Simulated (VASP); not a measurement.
ZnSn2N2:

```
Sn Zn N
1.0
     3.35233    0.00000    0.00000
     0.00000    3.35233    0.00000
     0.00000    0.00000    7.74164
Sn Zn N
2 1 2
Direct
  0.50000 0.50000 0.30583
  0.50000 0.50000 0.69417
  0.00000 0.00000 0.00000
  0.00000 0.50000 0.85419
  0.50000 0.00000 0.14581
```

```yaml
Program: VASP 6.6.1
Task: relaxation of the atoms
Functional: PBE
Potentials_or_basis: VASP PAW PBE potentials, release 64 (Sn_d, Zn, N)
Cutoff: 520 eV
k_mesh: 7 × 7 × 3
Occupations: fermi-dirac, width 0.05 eV
Spin: no spin polarisation
```

At the start: pressure 4.0 GPa; volume 17.40 Å³/atom.

Where does the relaxation end?

Over 5 steps the energy falls by 2.0 meV/atom; space group P-4m2 (No. 115, to 0.1 Å) before and after.

Step by step:
```csv
step,energy change (eV),largest force (eV/Å),pressure (GPa)
1,0.0000,0.4164,3.98
2,-0.0077,0.1738,3.19
3,-0.0081,0.1050,3.33
4,-0.0092,0.0720,3.25
5,-0.0100,0.0042,3.10
```

Final structure:
```
Sn Zn N
1.0
     3.35233    0.00000    0.00000
     0.00000    3.35233    0.00000
     0.00000    0.00000    7.74164
Sn Zn N
2 1 2
Direct
  0.50000 0.50000 0.30930
  0.50000 0.50000 0.69070
  0.00000 0.00000 0.00000
  0.00000 0.50000 0.85342
  0.50000 0.00000 0.14658
```
